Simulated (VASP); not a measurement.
# W (Im-3m) in VASP: further runs

Runs on W. Level: PBE. Tasks: single point.

Everything below comes from runs of VASP 6.6.1. Logs are shortened: lines on timing, memory, paths and dates and some standing lists are left out, and cuts for length are marked.

## Step 1: The cell of the first run

Symmetry: Im-3m, No. 229, cubic system. The conventional cell has a = 3.185 Å, b = 3.185 Å, c = 3.185 Å, α = 90.00°, β = 90.00°, γ = 90.00°. Within 3.6 Å of W (site symmetry m-3m) lie 14 W at 2.76 to 3.19 Å.

## Step 2: Single point, PBE

Contents of INCAR:

```
SYSTEM = W
ALGO = Normal
EDIFF = 1E-6
ENCUT = 500
GGA = PE
GGA_COMPAT = .FALSE.
ISIF = 2
ISMEAR = 0
LASPH = .TRUE.
LCHARG = .FALSE.
LREAL = .FALSE.
LWAVE = .FALSE.
NBANDS = 13
NELM = 120
PREC = Accurate
SIGMA = 0.1
```

Contents of KPOINTS:

```
k-points
0
G
  8 8 8
  0 0 0
```

Contents of POSCAR:

```
W
1.0
   -1.5926102181      1.5926102181      1.5926102181
    1.5926102181     -1.5926102181      1.5926102181
    1.5926102181      1.5926102181     -1.5926102181
W
1
Direct
    0.0000000000      0.0000000000      0.0000000000
```

Potentials or basis: VASP PAW PBE potentials, release 64 (W_sv).

The run is started by

```console
cat potpaw_PBE.64/W_sv/POTCAR > POTCAR
mpirun -np 1 vasp_std > vasp.out
```

OUTCAR:

```text
SYSTEM = W
   EDIFF = 1E-6
   ENCUT = 500
   GGA = PE
   ISIF = 2
   ISMEAR = 0
   LASPH = .TRUE.
   LREAL = .FALSE.
   NELM = 120
   PREC = Accurate

 ion  position               nearest neighbor table
   1  0.000  0.000  0.000-

  LATTYP: Found a body centered cubic cell.
 ALAT       =     3.1852204362

  Lattice vectors:

 A1 = (  -1.5926102181,   1.5926102181,   1.5926102181)
 A2 = (   1.5926102181,  -1.5926102181,   1.5926102181)
 A3 = (   1.5926102181,   1.5926102181,  -1.5926102181)

Analysis of symmetry for initial positions (statically):
=====================================================================
 Subroutine PRICEL returns:
 Original cell was already a primitive cell.

 Routine SETGRP: Setting up the symmetry group for a
 body centered cubic supercell.

 Subroutine GETGRP returns: Found 48 space group operations
 (whereof 48 operations were pure point group operations)
 out of a pool of 48 trial point group operations.

The static configuration has the point symmetry O_h .

Analysis of symmetry for dynamics (positions and initial velocities):
=====================================================================
 Subroutine PRICEL returns:
 Original cell was already a primitive cell.

 Routine SETGRP: Setting up the symmetry group for a
 body centered cubic supercell.

 Subroutine GETGRP returns: Found 48 space group operations
 (whereof 48 operations were pure point group operations)
 out of a pool of 48 trial point group operations.

The dynamic configuration has the point symmetry O_h .

 Subroutine INISYM returns: Found 48 space group operations
 (whereof 48 operations are pure point group operations),
 and found     1 'primitive' translations

----------------------------------------------------------------------------------------

                                     Primitive cell

  volume of cell :      16.1580

  direct lattice vectors                    reciprocal lattice vectors
    -1.592610218  1.592610218  1.592610218     0.000000000  0.313950014  0.313950014
     1.592610218 -1.592610218  1.592610218     0.313950014  0.000000000  0.313950014
     1.592610218  1.592610218 -1.592610218     0.313950014  0.313950014  0.000000000

  length of vectors
     2.758481814  2.758481814  2.758481814     0.443992367  0.443992367  0.443992367

  position of ions in fractional coordinates (direct lattice)
     0.000000000  0.000000000  0.000000000

[... 76 lines left out ...]
   LREAL  =      F    real-space projection
   EDIFFG = 0.1E-04   stopping-criterion for IOM
   NSW    =      0    number of steps for IOM
   IBRION =     -1    ionic relax: 0-MD 1-quasi-New 2-CG
   NFREE  =      0    steps in history (QN), initial steepest desc. (CG)
   ISIF   =      2    stress and relaxation
   ISYM   =      2    0-nonsym 1-usesym 2-fastsym
   POTIM  = 0.5000    time-step for ionic-motion
   TEBEG  =    0.0;   TEEND  =   0.0 temperature during run
   PSTRESS=    0.0 pullay stress
   NELECT =      14.0000    total number of electrons
   NUPDOWN=      -1.0000    fix difference up-down
   EMIN   =  10.00;   EMAX   =-10.00  energy-range for DOS
   EFERMI =   0.00;   METHOD = LEGACY
   ISMEAR =     0;   SIGMA  =   0.10  broadening in eV -4-tet -1-fermi 0-gaus
   EFERMI_NEDOS =   21; number of points for ismear=-14 and -15
   IALGO  =     38    algorithm
   IMIX   =      4    mixing-type and parameters
     AMIX     =   0.40;   BMIX     =  1.00
     AMIX_MAG =   1.60;   BMIX_MAG =  1.00
  volume/ion in A,a.u.               =      16.16       109.04
  Fermi-wavevector in a.u.,A,eV,Ry     =   1.560707  2.949308 33.141153  2.435806
  Thomas-Fermi vector in A             =   2.663879
   LORBIT       =      0    0 simple, 1 ext, 2 COOP (PROOUT), +10 PAW based schemes
   GGA     = PE    functional components
   LHFCALC =     F    Hartree Fock is set to
   AEXX    =    0.0000 exact exchange contribution
   IVDW    =     0    specifies the selected vdW correction
   LEPSILON=     F    determine dielectric tensor
   LRPA    =     F    only Hartree local field effects (RPA)
 non-spin polarized calculation
 Gauss-broadening in eV      SIGMA  =   0.10
  energy-cutoff  :      500.00
  volume of cell :       16.16
 maximum number of plane-waves:       427
   NGX =  9   NGY =  9   NGZ =  9

 number of electron      14.0000000 magnetization

 Free energy of the ion-electron system (eV)
  ---------------------------------------------------
  ext. energy  EPLUGINS =         0.00000000
  ---------------------------------------------------
  free energy    TOTEN  =       -12.95601264 eV

  energy without entropy =      -12.95601101  energy(sigma->0) =      -12.95601182

 E-fermi :  10.9615     XC(G=0): -13.5322

 val. band max:       10.6794014390   @ k =   0.1250   0.0000   0.0000
 cond. band min:      11.2468664405   @ k =  -0.2500   0.2500   0.1250
 fundamental gap:      0.5674650015
 Fermi energy:        10.9614792644

 k-point     1 :       0.0000    0.0000    0.0000
  band No.  band energies     occupation
      1     -63.0368      2.00000
      2     -26.6264      2.00000
      3     -26.6264      2.00000
      4     -26.6264      2.00000
      5       1.6378      2.00000
      6       9.9747      2.00000
      7       9.9747      2.00000
      8       9.9747      2.00000
      9      13.3863      0.00000
     10      13.3863      0.00000
     11      25.6410      0.00000
     12      25.6410      0.00000
     13      25.6410      0.00000
[... 354 lines left out ...]
  band No.  band energies     occupation
      1     -62.8837      2.00000
      2     -27.5299      2.00000
      3     -27.1925      2.00000
      4     -27.0790      2.00000
      5       6.7039      2.00000
      6       7.4401      2.00000
      7      10.6568      1.99998
      8      11.4341      0.00000
      9      14.8091      0.00000
     10      15.4368      0.00000
     11      24.5981      0.00000
     12      27.0622      0.00000
     13      28.2446      0.00000

 [... further k-points ...]
[... 5 lines left out ...]
  --------------------------------------------------------------------------------------
  -------------------------------------------------------------------------------------
  Total        0.0362147      0.0362147      0.0362147     -0.0000000     -0.0000000      0.0000000
  in kB        3.5909346      3.5909346      3.5909346     -0.0000000     -0.0000000      0.0000000
  external PRESSURE =       3.5909346 kB  Pullay stress =       0.0000000 kB

 VOLUME and BASIS-vectors are now :
 -----------------------------------------------------------------------------
  energy-cutoff  :      500.00
  volume of cell :       16.16
      direct lattice vectors                 reciprocal lattice vectors
    -1.592610218  1.592610218  1.592610218     0.000000000  0.313950014  0.313950014
     1.592610218 -1.592610218  1.592610218     0.313950014  0.000000000  0.313950014
     1.592610218  1.592610218 -1.592610218     0.313950014  0.313950014  0.000000000

 POSITION                                       TOTAL-FORCE (eV/Angst)
 -----------------------------------------------------------------------------------
      0.00000      0.00000      0.00000         0.000000     -0.000000      0.000000
 -----------------------------------------------------------------------------------
    total drift:                                0.000000     -0.000000      0.000000

  FREE ENERGIE OF THE ION-ELECTRON SYSTEM (eV)
  ---------------------------------------------------
  free  energy   TOTEN  =       -12.9560126373 eV

  energy  without entropy=      -12.9560110085  energy(sigma->0) =      -12.95601182
```

stdout:

```text
POSCAR found type information on POSCAR W
 POSCAR found :  1 types and       1 ions
 scaLAPACK will be used
 LDA part: xc-table for (Slater+PW92), standard interpolation
 POSCAR, INCAR and KPOINTS ok, starting setup
 FFT: planning ... GRIDC
 FFT: planning ... GRID_SOFT
 FFT: planning ... GRID
 WAVECAR not read
 entering main loop
```

It took 10 s on 1 thread of Intel Xeon 8259CL, shared host; peak memory 0.12 GiB.

Results:

```
Free energy            : -12.9560 eV
Pressure               : 0.4 GPa
Band gap on the k mesh : zero (bands 7 and 8 overlap by 6.23 eV)
```

Caveat: spin-orbit coupling is left out, which moves the levels of the heavy elements.

## Step 3: Single point, PBE

Contents of INCAR:

```
SYSTEM = W
PREC = Accurate ; ENCUT = 500
EDIFF = 1E-6 ; ISMEAR = 0
SIGMA = 0.1 ; LREAL = .FALSE.
LASPH = .TRUE. ; NELM = 120
ALGO = Normal ; ISIF = 2
LWAVE = .FALSE. ; LCHARG = .FALSE.
GGA = PE ; NBANDS = 13
GGA_COMPAT = .FALSE.
```

Contents of KPOINTS:

```
Automatic mesh
0
G
  18 18 18
  0 0 0
```

Contents of POSCAR:

```
W
1.0
   -1.5918580610      1.5918580610      1.5918580610
    1.5918580610     -1.5918580610      1.5918580610
    1.5918580610      1.5918580610     -1.5918580610
W
1
Direct
    0.0000000000      0.0000000000      0.0000000000
```

Potentials or basis: VASP PAW PBE potentials, release 64 (W_sv).

The run is started by

```console
cat potpaw_PBE.64/W_sv/POTCAR > POTCAR
mpirun -np 1 vasp_std > vasp.out
```

Wall time 41 s (1 thread of Intel Xeon 8259CL, shared host); peak memory 0.15 GiB.

It converged, with:

```yaml
Free_energy: -12.9511 eV
Pressure: 0.4 GPa
Band_gap_on_the_k_mesh: zero (bands 7 and 8 overlap by 6.24 eV)
```

Levels at points of the mesh, in eV from the Fermi level:
| k point | band 4 | band 5 | band 6 | band 7 | band 8 | band 9 | band 10 | band 11 |
| --- | --- | --- | --- | --- | --- | --- | --- | --- |
| (0.00, 0.00, 0.00) | -37.79 | -9.54 | -1.20 | -1.20 | -1.20 | 2.22 | 2.22 | 14.48 |
| (0.50, 0.00, 0.00) | -37.79 | -6.16 | -3.48 | 0.62 | 2.11 | 3.06 | 6.00 | 10.80 |
| (0.50, 0.50, 0.50) | -38.64 | -5.69 | -5.69 | 5.04 | 5.04 | 5.04 | 8.11 | 8.11 |

Caveat: spin-orbit coupling is left out, which moves the levels of the heavy elements.
